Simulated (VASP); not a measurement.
A run of VASP 6.6.1:

The input INCAR:

```
PREC     = Accurate       # precision mode
ENCUT    = 520            # plane-wave cutoff, eV
EDIFF    = 1E-7           # SCF threshold, eV
ISMEAR   = 0              # smearing method
SIGMA    = 0.1            # smearing width, eV
LREAL    = False          # projectors in reciprocal space
LASPH    = True           # aspherical terms in the spheres
NELM     = 100            # most SCF steps
ALGO     = Fast           # electronic algorithm
ISIF     = 2              # what is computed and relaxed
LWAVE    = False          # write WAVECAR
LCHARG   = True           # write CHGCAR
GGA      = PE             # functional
LELF     = True           # ELF
LVHAR    = True         
NBANDS   = 22             # bands
```

The input KPOINTS:

```
Automatic mesh
0
Gamma
  4 4 6
```

Contents of POSCAR:

```
Pt
1.0
    4.5315583311      0.0000000000      0.0000000000
    0.0000000000      4.5315583311      0.0000000000
    0.0000000000      0.0000000000      2.7579094652
Pt
3
Direct
    0.0000000000      0.5000000000      0.8938593387
    0.5000000000      0.0000000000      0.8938593387
    0.0000000000      0.0000000000      0.3938588825
```

Potentials or basis: VASP PAW PBE potentials, release 64 (Pt).

The run is started by

```bash
$ cat potpaw_PBE.64/Pt/POTCAR > POTCAR
$ mpirun -np 1 vasp_std > vasp.out
```

Hardware: 1 thread of Intel(R) Xeon(R) 6975P-C (Granite Rapids), on a shared host.

**Question.** Estimate the wall time of this run.

**Answer.** Run time: 14 s on 1 thread of Intel(R) Xeon(R) 6975P-C (Granite Rapids), on a shared host, peak memory 0.18 GiB. Counts: scf iterations 15, k points 24.
